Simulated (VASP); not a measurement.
# Pd (Fm-3m) in VASP: a series of runs

Pd is run at these levels: PBE; tasks: single point.

Everything below comes from runs of VASP 6.6.1. Logs are shortened: lines on timing, memory, paths and dates and some standing lists are left out, and cuts for length are marked.

## 1. The cell of the first run

It takes space group Fm-3m (No. 225, cubic). The conventional cell has a = 4.019 Å, b = 4.019 Å, c = 4.019 Å, α = 90.00°, β = 90.00°, γ = 90.00°. Within 3.7 Å of Pd (site symmetry m-3m) lie 12 Pd at 2.84 Å.

## 2. Single point, PBE

File INCAR:

```
PREC = Accurate
ENCUT = 520
EDIFF = 1E-7
ISMEAR = -1
SIGMA = 0.06122561905347299
LREAL = F
LASPH = T
NELM = 100
ALGO = Normal
ISIF = 2
LWAVE = F
LCHARG = F
GGA = PE
NBANDS = 11
```

File KPOINTS:

```
Automatic mesh
0
Gamma
  24 24 24
```

File POSCAR:

```
Pd
1.0
    0.0000000000      2.0097465943      2.0097465943
    2.0097465943      0.0000000000      2.0097465943
    2.0097465943      2.0097465943      0.0000000000
Pd
1
Direct
    0.0000000000      0.0000000000      0.0000000000
```

Potentials or basis: VASP PAW PBE potentials, release 64 (Pd).

Command:

```console
> cat potpaw_PBE.64/Pd/POTCAR > POTCAR
> mpirun -np 1 vasp_std > vasp.out
```

OUTCAR:

```text
PREC = Accurate
   ENCUT = 520
   EDIFF = 1E-7
   ISMEAR = -1
   LREAL = F
   LASPH = T
   NELM = 100
   ISIF = 2
   GGA = PE

 ion  position               nearest neighbor table
   1  0.000  0.000  0.000-

  LATTYP: Found a face centered cubic cell.
 ALAT       =     4.0194931886

  Lattice vectors:

 A1 = (   0.0000000000,   2.0097465943,   2.0097465943)
 A2 = (   2.0097465943,   0.0000000000,   2.0097465943)
 A3 = (   2.0097465943,   2.0097465943,   0.0000000000)

Analysis of symmetry for initial positions (statically):
=====================================================================
 Subroutine PRICEL returns:
 Original cell was already a primitive cell.

 Routine SETGRP: Setting up the symmetry group for a
 face centered cubic supercell.

 Subroutine GETGRP returns: Found 48 space group operations
 (whereof 48 operations were pure point group operations)
 out of a pool of 48 trial point group operations.

The static configuration has the point symmetry O_h .

Analysis of symmetry for dynamics (positions and initial velocities):
=====================================================================
 Subroutine PRICEL returns:
 Original cell was already a primitive cell.

 Routine SETGRP: Setting up the symmetry group for a
 face centered cubic supercell.

 Subroutine GETGRP returns: Found 48 space group operations
 (whereof 48 operations were pure point group operations)
 out of a pool of 48 trial point group operations.

The dynamic configuration has the point symmetry O_h .

 Subroutine INISYM returns: Found 48 space group operations
 (whereof 48 operations are pure point group operations),
 and found     1 'primitive' translations

----------------------------------------------------------------------------------------

                                     Primitive cell

  volume of cell :      16.2351

  direct lattice vectors                    reciprocal lattice vectors
     0.000000000  2.009746594  2.009746594    -0.248787584  0.248787584  0.248787584
     2.009746594  0.000000000  2.009746594     0.248787584 -0.248787584  0.248787584
     2.009746594  2.009746594  0.000000000     0.248787584  0.248787584 -0.248787584

  length of vectors
     2.842210891  2.842210891  2.842210891     0.430912736  0.430912736  0.430912736

  position of ions in fractional coordinates (direct lattice)
     0.000000000  0.000000000  0.000000000

  ion indices of the primitive-cell ions
   primitive index   ion index
                 1           1

[... 71 lines left out ...]
   EDIFF  = 0.1E-06   stopping-criterion for ELM
   LREAL  =      F    real-space projection
   EDIFFG = 0.1E-05   stopping-criterion for IOM
   NSW    =      0    number of steps for IOM
   IBRION =     -1    ionic relax: 0-MD 1-quasi-New 2-CG
   NFREE  =      0    steps in history (QN), initial steepest desc. (CG)
   ISIF   =      2    stress and relaxation
   ISYM   =      2    0-nonsym 1-usesym 2-fastsym
   POTIM  = 0.5000    time-step for ionic-motion
   TEBEG  =    0.0;   TEEND  =   0.0 temperature during run
   PSTRESS=    0.0 pullay stress
   NELECT =      10.0000    total number of electrons
   NUPDOWN=      -1.0000    fix difference up-down
   EMIN   =  10.00;   EMAX   =-10.00  energy-range for DOS
   EFERMI =   0.00;   METHOD = LEGACY
   ISMEAR =    -1;   SIGMA  =   0.06  broadening in eV -4-tet -1-fermi 0-gaus
   EFERMI_NEDOS =   21; number of points for ismear=-14 and -15
   IALGO  =     38    algorithm
   IMIX   =      4    mixing-type and parameters
     AMIX     =   0.40;   BMIX     =  1.00
     AMIX_MAG =   1.60;   BMIX_MAG =  1.00
  volume/ion in A,a.u.               =      16.24       109.56
  Fermi-wavevector in a.u.,A,eV,Ry     =   1.392912  2.632221 26.398058  1.940203
  Thomas-Fermi vector in A             =   2.516609
   LORBIT       =      0    0 simple, 1 ext, 2 COOP (PROOUT), +10 PAW based schemes
   GGA     = PE    functional components
   LHFCALC =     F    Hartree Fock is set to
   AEXX    =    0.0000 exact exchange contribution
   IVDW    =     0    specifies the selected vdW correction
   LEPSILON=     F    determine dielectric tensor
   LRPA    =     F    only Hartree local field effects (RPA)
 non-spin polarized calculation
  energy-cutoff  :      520.00
  volume of cell :       16.24
 maximum number of plane-waves:       450
 NGX is ok and might be reduce to    24
   NGX = 11   NGY = 11   NGZ = 11

 number of electron      10.0000001 magnetization

 Free energy of the ion-electron system (eV)
  ---------------------------------------------------
  ext. energy  EPLUGINS =         0.00000000
  ---------------------------------------------------
  free energy    TOTEN  =        -5.20706613 eV

  energy without entropy =       -5.17738725  energy(sigma->0) =       -5.19222669

 E-fermi :   8.2573     XC(G=0): -12.5935

 val. band max:        8.2569351489   @ k =  -0.4583   0.2917   0.0417
 cond. band min:       8.2685882434   @ k =  -0.4583   0.3750   0.0833
 fundamental gap:      0.0116530944
 Fermi energy:         8.2572622089

 k-point     1 :       0.0000    0.0000    0.0000
  band No.  band energies     occupation
      1       1.8254      2.00000
      2       5.8183      2.00000
      3       5.8183      2.00000
      4       5.8183      2.00000
      5       7.1927      2.00000
      6       7.1927      2.00000
      7      25.3498      0.00000
      8      29.5837      0.00000
      9      29.5837      0.00000
     10      29.5837      0.00000
     11      34.3757      0.00000
[... 309 lines left out ...]
 k-point    24 :       0.4583    0.0417    0.0000
  band No.  band energies     occupation
      1       3.7147      2.00000
      2       5.7726      2.00000
      3       5.8422      2.00000
      4       7.8121      1.99861
      5       8.1950      1.46859
      6       9.2965      0.00000
      7      15.5185      0.00000
      8      24.8048      0.00000
      9      28.1960      0.00000
     10      28.4783      0.00000
     11      34.1185      0.00000

 [... further k-points ...]
[... 5 lines left out ...]
  --------------------------------------------------------------------------------------
  -------------------------------------------------------------------------------------
  Total       -0.8492125     -0.8492125     -0.8492125      0.0000000      0.0000000     -0.0000000
  in kB      -83.8055994    -83.8055994    -83.8055994      0.0000000      0.0000000     -0.0000000
  external PRESSURE =     -83.8055994 kB  Pullay stress =       0.0000000 kB

 VOLUME and BASIS-vectors are now :
 -----------------------------------------------------------------------------
  energy-cutoff  :      520.00
  volume of cell :       16.24
      direct lattice vectors                 reciprocal lattice vectors
     0.000000000  2.009746594  2.009746594    -0.248787584  0.248787584  0.248787584
     2.009746594  0.000000000  2.009746594     0.248787584 -0.248787584  0.248787584
     2.009746594  2.009746594  0.000000000     0.248787584  0.248787584 -0.248787584

 POSITION                                       TOTAL-FORCE (eV/Angst)
 -----------------------------------------------------------------------------------
      0.00000      0.00000      0.00000         0.000000      0.000000      0.000000
 -----------------------------------------------------------------------------------
    total drift:                               -0.000000      0.000000     -0.000000

  FREE ENERGIE OF THE ION-ELECTRON SYSTEM (eV)
  ---------------------------------------------------
  free  energy   TOTEN  =        -5.2070661347 eV

  energy  without entropy=       -5.1773872547  energy(sigma->0) =       -5.19222669
```

stdout:

```text
POSCAR found type information on POSCAR Pd
 POSCAR found :  1 types and       1 ions
 scaLAPACK will be used
 LDA part: xc-table for (Slater+PW92), standard interpolation
 POSCAR, INCAR and KPOINTS ok, starting setup
 FFT: planning ... GRIDC
 FFT: planning ... GRID_SOFT
 FFT: planning ... GRID
 WAVECAR not read
 entering main loop
```

Wall time 72 s (1 thread of Intel Xeon 8259CL, shared host); peak memory 0.2 GiB.

What came out:

| Item | Value |
| --- | --- |
| Free energy | -5.2071 eV |
| Pressure | -8.4 GPa |
| Band gap on the k mesh | zero (bands 5 and 6 overlap by 1.35 eV) |

Levels at points of the mesh, in eV from the Fermi level:
| k point | band 1 | band 2 | band 3 | band 4 | band 5 | band 6 | band 7 | band 8 | band 9 | band 10 |
| --- | --- | --- | --- | --- | --- | --- | --- | --- | --- | --- |
| (0.00, 0.00, 0.00) | -6.43 | -2.44 | -2.44 | -2.44 | -1.06 | -1.06 | 17.09 | 21.33 | 21.33 | 21.33 |
| (0.50, 0.00, 0.00) | -4.60 | -2.47 | -2.47 | -0.04 | -0.04 | 1.21 | 6.59 | 16.43 | 20.14 | 20.14 |
| (0.50, 0.50, 0.00) | -4.64 | -4.39 | -0.07 | 0.23 | 0.23 | 3.35 | 9.81 | 12.68 | 12.68 | 20.18 |

Caveat: the cell stands under tension.

## 3. Single point, PBE

File INCAR:

```
SYSTEM = Pd
PREC = Accurate ; ENCUT = 520
EDIFF = 1E-7 ; ISMEAR = -1
SIGMA = 0.06122561905347299 ; LREAL = .False.
LASPH = .True. ; NELM = 80
ALGO = Normal ; ISIF = 2
LWAVE = .False. ; LCHARG = .True.
GGA = PE ; LELF = .True.
LVHAR = .True. ; NBANDS = 11
```

File KPOINTS:

```
regular mesh
0
Gamma
  24 24 24
  0 0 0
```

POSCAR is that of step 2.

Potentials or basis: VASP PAW PBE potentials, release 64 (Pd).

Command:

```console
> cat potpaw_PBE.64/Pd/POTCAR > POTCAR
> mpirun -np 1 vasp_std > vasp.out
```

It took 78 s on 1 thread of Intel Xeon 8259CL, shared host; peak memory 0.2 GiB.

Results (log left out):

```
Free energy            : -5.2071 eV
Pressure               : -8.4 GPa
Band gap on the k mesh : zero (bands 5 and 6 overlap by 1.35 eV)
```

Levels at points of the mesh, in eV from the Fermi level:
```
           k point  band 2  band 3  band 4  band 5  band 6  band 7  band 8  band 9
(0.00, 0.00, 0.00)   -2.44   -2.44   -2.44   -1.06   -1.06   17.09   21.33   21.33
(0.50, 0.00, 0.00)   -2.47   -2.47   -0.04   -0.04    1.21    6.59   16.43   20.14
(0.50, 0.50, 0.00)   -4.39   -0.07    0.23    0.23    3.35    9.81   12.68   12.68
```

Caveat: the cell stands under tension.

## 4. Single point, PBE

This run uses another cell than the first one, of 14.40 Å³/atom.

File INCAR:

```
  PREC = Accurate
  ENCUT = 520
  EDIFF = 1E-7
  ISMEAR = -1
  SIGMA = 0.06122561905347299
  LREAL = F
  LASPH = T
  NELM = 100
  ALGO = Normal
  ISIF = 2
  LWAVE = F
  LCHARG = T
  GGA = PE
  LELF = T
  LVHAR = T
  NBANDS = 11
```

File KPOINTS:

```
regular mesh
0
Gamma
  47 47 47
```

File POSCAR:

```
Pd
1.0
    0.0000000000      1.9308504194      1.9308504194
    1.9308504194      0.0000000000      1.9308504194
    1.9308504194      1.9308504194      0.0000000000
Pd
1
Direct
    0.0000000000      0.0000000000      0.0000000000
```

Command:

```console
> cat potpaw_PBE.64/Pd/POTCAR > POTCAR
> mpirun -np 1 vasp_std > vasp.out
```

Run time: 7.3 min. Hardware: 1 thread of Intel Xeon 8259CL, shared host; peak memory 0.49 GiB.

Results (log left out):

```
Free energy            : -5.1988 eV
Pressure               : 12.2 GPa
Band gap on the k mesh : zero (bands 5 and 6 overlap by 1.65 eV)
```

Levels at points of the mesh, in eV from the Fermi level:
| k point | band 1 | band 2 | band 3 | band 4 | band 5 | band 6 | band 7 | band 8 | band 9 | band 10 |
| --- | --- | --- | --- | --- | --- | --- | --- | --- | --- | --- |
| (0.00, 0.00, 0.00) | -7.34 | -2.96 | -2.96 | -2.96 | -1.28 | -1.28 | 17.19 | 22.11 | 22.11 | 22.11 |

Caveat: the cell stands under pressure.
